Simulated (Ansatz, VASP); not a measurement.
## Two plane-wave programs on AlNi

INCAR

```
PREC = Accurate ; ENCUT = 520
EDIFF = 1E-6 ; ISMEAR = 0
SIGMA = 0.1 ; LREAL = Auto
LASPH = T ; NELM = 100
ALGO = Fast ; ISIF = 2
LWAVE = F ; LCHARG = T
GGA = PE ; LELF = T
LVHAR = T ; NBANDS = 66
```

File KPOINTS:

```
regular mesh
0
Gamma
  7 6 5
```

File POSCAR:

```
AlNi
1.0
    5.2379340000     -0.1382070000      0.0399190000
    2.5790480000     -0.2774790000     -6.1049390000
    2.4807600000      6.1417140000      0.2283350000
Al Ni
8 8
Direct
    0.9978448683      0.4651435330      0.5535209113
    0.2041282356      0.0286467597      0.4750081331
    0.5112897082      0.4509613791      0.5385125545
    0.0429017790      0.9719057191      0.0279904883
    0.2491838781      0.5354109541      0.9494794391
    0.7357273244      0.5496072920      0.9644837006
    0.5045956317      0.2712770919      0.2020692775
    0.7424431980      0.7292783113      0.3009322306
    0.7322978613      0.0468281229      0.4529101782
    0.5147290860      0.9537304324      0.0500960687
    0.2518181988      0.6878697008      0.2868066299
    0.2486207293      0.2170523220      0.7854586951
    0.5084792973      0.7850267059      0.7037244818
    0.9952055458      0.3126943696      0.2161922515
    0.7385544501      0.2155363027      0.7992754664
    0.9984134934      0.7835051262      0.7175451461
```

Input for Ansatz:

```yaml
crystal:
  lattice:
    - [5.237934, -0.138207, 0.039919]
    - [2.579048, -0.277479, -6.104939]
    - [2.48076, 6.141714, 0.228335]
  atoms:
    - { symbol: Al, position: [0.9978448683, 0.465143533, 0.5535209113] }
    - { symbol: Al, position: [0.2041282356, 0.0286467597, 0.4750081331] }
    - { symbol: Al, position: [0.5112897082, 0.4509613791, 0.5385125545] }
    - { symbol: Al, position: [0.042901779, 0.9719057191, 0.0279904883] }
    - { symbol: Al, position: [0.2491838781, 0.5354109541, 0.9494794391] }
    - { symbol: Ni, position: [0.7322978613, 0.0468281229, 0.4529101782] }
    - { symbol: Ni, position: [0.514729086, 0.9537304324, 0.0500960687] }
    - { symbol: Al, position: [0.7357273244, 0.549607292, 0.9644837006] }
    - { symbol: Ni, position: [0.2518181988, 0.6878697008, 0.2868066299] }
    - { symbol: Al, position: [0.5045956317, 0.2712770919, 0.2020692775] }
    - { symbol: Al, position: [0.742443198, 0.7292783113, 0.3009322306] }
    - { symbol: Ni, position: [0.2486207293, 0.217052322, 0.7854586951] }
    - { symbol: Ni, position: [0.5084792973, 0.7850267059, 0.7037244818] }
    - { symbol: Ni, position: [0.9952055458, 0.3126943696, 0.2161922515] }
    - { symbol: Ni, position: [0.7385544501, 0.2155363027, 0.7992754664] }
    - { symbol: Ni, position: [0.9984134934, 0.7835051262, 0.7175451461] }
basis:
  ecutwfc: 420
kpoints:
  mp_grid: { grid: [7, 6, 5] }
hamiltonian:
  xc: pbe
scf:
  occupations: { method: gaussian, width: 0.1 }
  n_extra_bands: 8
output:
  forces: true
  stress: true
  eigenvalues: true
  populations: true
  dos:
    method: { smearing: { sigma: 0.1, scheme: gaussian } }
    projected: true
    de: 0.02
```

Alike in both runs: task single point; functional PBE; k mesh 7 × 6 × 5; occupations gaussian, width 0.1 eV; no spin polarisation.

|  | VASP | Ansatz |
| --- | --- | --- |
| version | VASP 6.6.1 | Ansatz 0.2.0 |
| potentials or method | VASP PAW PBE potentials, release 64 (Al, Ni), cutoff 520 eV | scalar-relativistic, plane waves, PAW |
| valence electrons in the cell | 104 | 168 |

Ansatz gave:

```
gap on the k mesh at the Fermi level (eV) : none
pressure (GPa)                            : 0.0
rms of the force components (eV/Å)        : 0.037
```

Question: Estimate VASP's values.

Answer: gap on the k mesh at the Fermi level (eV): none; pressure (GPa): 0.1; rms of the force components (eV/Å): 0.038.

A gap of «none» marks a metal or a gap that the smearing closes. VASP's potentials hold 104 valence electrons a cell and Ansatz's 168, so a difference there can come from the potentials and not from the codes. Ansatz's warnings: structure snapped to symmetry.
